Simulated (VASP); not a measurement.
Write the native input for VASP 6.6.1 that does the following.

* Task: single point
* Functional: LDA
* Potentials or basis: VASP PAW LDA potentials, release 64 (Sn_d, F)
* Cutoff: 520 eV
* k mesh: 8 × 8 × 8
* Occupations: gaussian, width 0.05 eV
* Spin: no spin polarisation
* Dipole correction: no
* Further INCAR settings: ALGO = Normal; EDIFF = 1e-06; NBANDS = 29

The structure of SnF4 lies in POSCAR:

```
SnF4
1.0
   -1.9035000000      2.0250000000      3.9650000000
    1.9035000000     -2.0250000000      3.9650000000
    1.9035000000      2.0250000000     -3.9650000000
Sn F
1 4
Direct
    0.0000000000      0.0000000000      0.0000000000
    0.2370000000      0.2370000000      0.0000000000
    0.7630000000      0.7630000000      0.0000000000
    0.5000000000      0.0000000000      0.5000000000
    0.0000000000      0.5000000000      0.5000000000
```

This cell differs from its parent crystal: strain -0.0600 x Voigt [1, 0, 0, 0, 0, 0].

The input as run:

INCAR

```
SYSTEM = SnF4
PREC     = Accurate       ! precision mode
ENCUT    = 520            ! plane-wave cutoff, eV
EDIFF    = 1E-6           ! SCF threshold, eV
ISMEAR   = 0              ! smearing method
SIGMA    = 0.05           ! smearing width, eV
LREAL    = .False.        ! projectors in reciprocal space
LASPH    = .True.         ! aspherical terms in the spheres
NELM     = 60             ! most SCF steps
ALGO     = Normal         ! electronic algorithm
ISIF     = 2              ! what is computed and relaxed
LWAVE    = .False.        ! write WAVECAR
LCHARG   = .False.        ! write CHGCAR
GGA      = CA             ! functional
NBANDS   = 29             ! bands
```

KPOINTS

```
regular mesh
0
Gamma
  8 8 8
  0 0 0
```

Potentials or basis: VASP PAW LDA potentials, release 64 (Sn_d, F).

Command:

```bash
$ cat potpaw_LDA.64/Sn_d/POTCAR potpaw_LDA.64/F/POTCAR > POTCAR
$ mpirun -np 1 vasp_std > vasp.out
```

It gave:

* Pressure: 9.5 GPa
* Largest force: 0.516 eV/Å
* Band gap on the k mesh: 3.48 eV, indirect (least direct gap 3.73 eV)

Caveat: the cell differs from its parent crystal (strain -0.0600 x Voigt [1, 0, 0, 0, 0, 0]); spin-orbit coupling is left out, which moves the levels of the heavy elements.

Wall time 4.1 min on 1 thread of Oxide Virtual Turin-like Processor, with other jobs on the host, peak memory 0.23 GiB.
